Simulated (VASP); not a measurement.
Set up this calculation in VASP 6.6.1, as the native input.

```yaml
Task: single point
Functional: PBE
Potentials_or_basis: VASP PAW PBE potentials, release 64 (In_d, Sb)
Cutoff: 520 eV
k_mesh: 6 × 6 × 2
Occupations: gaussian, width 0.1 eV
Spin: no spin polarisation
Dipole_correction: no
Further_INCAR_settings: ALGO = Normal; EDIFF = 1e-06; NBANDS = 28
```

The structure of InSb5 lies in POSCAR:

```
InSb5
1.0
    6.1473765506      0.0000000000      0.0000000000
   -3.0736882753      5.3237842595      0.0000000000
    0.0000000000      0.0000000000      9.4245084278
In Sb
1 5
Direct
    0.0000000000      0.0000000000      0.0000000000
    0.5000000000      0.0000000000      0.5000000000
    0.0000000000      0.5000000000      0.5000000000
    0.5000000000      0.5000000000      0.5000000000
    0.0000000000      0.0000000000      0.6594847774
    0.0000000000      0.0000000000      0.3405152226
```

The cell was built from a structure type or drawn by symmetry, and may not be a known phase.

One way to write it, as run:

INCAR

```
PREC = Accurate
ENCUT = 520
EDIFF = 1E-6
ISMEAR = 0
SIGMA = 0.1
LREAL = False
LASPH = True
NELM = 60
ALGO = Normal
ISIF = 2
LWAVE = False
LCHARG = True
GGA = PE
LELF = True
LVHAR = True
NBANDS = 28
```

KPOINTS

```
Automatic mesh
0
Gamma
  6 6 2
```

Potentials or basis: VASP PAW PBE potentials, release 64 (In_d, Sb).

Command:

```sh
$ cat potpaw_PBE.64/In_d/POTCAR potpaw_PBE.64/Sb/POTCAR > POTCAR
$ mpirun -np 1 vasp_std > vasp.out
```

It gave:

| Property | Result |
| --- | --- |
| Pressure | 0.0 GPa |
| Largest force | 0.031 eV/Å |
| Band gap on the k mesh | zero (bands 19 and 20 overlap by 0.45 eV) |

Caveat: semilocal functionals underestimate gaps, so a narrow gap can read as zero; spin-orbit coupling is left out, which moves the levels of the heavy elements.

Run time: 4.9 min on 1 thread of Intel Xeon 8259CL (shared host), peak memory 0.45 GiB.
